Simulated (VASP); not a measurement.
Wanted: the native input for a VASP 6.6.1 run.

```yaml
Task: single point
Functional: PBE
Potentials_or_basis: VASP PAW PBE potentials, release 64 (Ba_sv, Ti_sv, O_h)
Cutoff: 1340 eV
k_mesh: 8 × 8 × 8
Occupations: gaussian, width 0.05 eV
Spin: no spin polarisation
Dipole_correction: no
Further_INCAR_settings: ALGO = Normal; EDIFF = 1e-06; NBANDS = 28
```

The structure of BaTiO3 lies in POSCAR:

```
BaTiO3
1.0
    4.0192501416      0.0000000000      0.0000000000
    0.0000000000      4.0192501416      0.0000000000
    0.0000000000      0.0000000000      4.0192501416
Ba Ti O
1 1 3
Direct
    0.5000000000      0.4912034987      0.4912034987
    0.0000000000      0.0000000000      0.0000000000
    0.5000000000      0.0000000000      0.0000000000
    0.0000000000      0.5000000000      0.0000000000
    0.0000000000      0.0000000000      0.5000000000
```

This cell differs from its parent crystal: atom 1 (Ba) moved +0.050 Å towards its neighbour atom 3 (O) at 2.842 Å.

One way to write it, as run:

INCAR

```
SYSTEM = BaTiO3
ALGO = Normal ; EDIFF = 1E-6
ENCUT = 1340 ; GGA = PE
GGA_COMPAT = .False. ; ISIF = 2
ISMEAR = 0 ; LASPH = .True.
LCHARG = .False. ; LREAL = .False.
LWAVE = .False. ; NBANDS = 28
NELM = 120 ; PREC = Accurate
SIGMA = 0.05
```

KPOINTS

```
k-points
0
Gamma
  8 8 8
  0 0 0
```

Potentials or basis: VASP PAW PBE potentials, release 64 (Ba_sv, Ti_sv, O_h).

The run is started by

```sh
$ cat potpaw_PBE.64/Ba_sv/POTCAR potpaw_PBE.64/Ti_sv/POTCAR potpaw_PBE.64/O_h/POTCAR > POTCAR
$ mpirun -np 1 vasp_std > vasp.out
```

Results of the run:

```json
{
 "Pressure": "1.6 GPa",
 "Largest force": "0.315 eV/Å",
 "Band gap on the k mesh": "1.72 eV (least direct gap 1.88 eV)"
}
```

Caveat: the cell differs from its parent crystal (atom 1 (Ba) moved +0.050 Å towards its neighbour atom 3 (O) at 2.842 Å); spin-orbit coupling is left out, which moves the levels of the heavy elements.

Run time: 8.3 min on 1 thread of Intel(R) Xeon(R) Platinum 8488C (Sapphire Rapids), with other jobs on the host, peak memory 0.89 GiB.
